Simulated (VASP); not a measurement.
A run of VASP 6.6.1 is set up as follows.

The input INCAR:

```
SYSTEM = CuO
  PREC = Accurate
  ENCUT = 520
  EDIFF = 1E-6
  ISMEAR = 0
  SIGMA = 0.05
  LREAL = .FALSE.
  LASPH = .TRUE.
  NELM = 150
  ALGO = Normal
  ISIF = 2
  LWAVE = .FALSE.
  LCHARG = .TRUE.
  ISPIN = 2
  MAGMOM = 1 1 0 0
  LORBIT = 11
  LMAXMIX = 4
  LDAU = .TRUE.
  LDAUTYPE = 2
  LDAUL = 2 -1
  LDAUU = 3 0
  LDAUJ = 0 0
  LDAUPRINT = 1
  GGA = PE
  LELF = .TRUE.
  LVHAR = .TRUE.
  NBANDS = 29
```

The input KPOINTS:

```
Automatic mesh
0
G
  7 7 4
  0 0 0
```

POSCAR

```
CuO
1.0
    2.3446497600     -1.7133998200      0.0000000000
    2.3446497600      1.7133998200      0.0000000000
   -0.8605499100      0.0000000000      5.0594394800
Cu O
2 2
Direct
    0.0032000000      0.4968000000      0.0000000000
    0.4968000000      0.0032000000      0.5000000000
    0.5714000000      0.4056000000      0.2537000000
    0.4056000000      0.5714000000      0.7537000000
```

Potentials or basis: VASP PAW PBE potentials, release 64 (Cu, O).

Launch:

```console
$ cat potpaw_PBE.64/Cu/POTCAR potpaw_PBE.64/O/POTCAR > POTCAR
$ mpirun -np 1 vasp_std > vasp.out
```

**Question.** Predict the pressure.

**Answer.** 5.6 GPa.

**Question.** What does it give for the largest force?

**Answer.** 0.815 eV/Å.

Eigenvalues of the final occupation matrices:
| site | spin | trace | eigenvalues |
| --- | --- | --- | --- |
| site 1 d | 1 | 4.90 | 0.96 0.97 0.97 0.98 1.02 |
| site 1 d | 2 | 4.27 | 0.43 0.94 0.96 0.96 0.97 |
| site 2 d | 1 | 4.90 | 0.96 0.97 0.97 0.98 1.02 |
| site 2 d | 2 | 4.27 | 0.43 0.94 0.96 0.96 0.97 |

Caveat: the cell stands under pressure.
